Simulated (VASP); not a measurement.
A run of VASP 6.6.1 is set up as follows.

Contents of INCAR:

```
SYSTEM = CoO
ALGO = Normal
EDIFF = 1E-7
ENCUT = 520
GGA = PE
ISIF = 2
ISMEAR = 0
ISPIN = 2
LASPH = .True.
LCHARG = .False.
LMAXMIX = 4
LORBIT = 11
LREAL = .False.
LWAVE = .False.
MAGMOM = 2.73 0.34
NBANDS = 18
NELM = 150
PREC = Accurate
SIGMA = 0.15
```

The input KPOINTS:

```
k-points
0
Gamma
  22 22 22
  0 0 0
```

POSCAR

```
CoO
1.0
    0.0000000000      2.3926483011      1.6916023489
    2.3926483011      0.0000000000      1.6916023489
    2.3926483011      2.3926483011      0.0000000000
Co O
1 1
Direct
    0.0000000000      0.0000000000      0.0000000000
    0.5000000000      0.5000000000      0.5000000000
```

Potentials or basis: VASP PAW PBE potentials, release 64 (Co, O).

Launch:

```bash
$ cat potpaw_PBE.64/Co/POTCAR potpaw_PBE.64/O/POTCAR > POTCAR
$ mpirun -np 1 vasp_std > vasp.out
```

Q: Estimate the site moments.

A: Co +2.14; O +0.28 μB.

Q: Predict the pressure.

A: 38.9 GPa.

Stress tensor (GPa, compression positive):
```
 8.44  0.00  0.00
 0.00  8.44  0.00
 0.00  0.00 99.67
```

Caveat: the cell stands under pressure; a cell with one magnetic atom can't hold antiferromagnetic order, which such compounds often take.
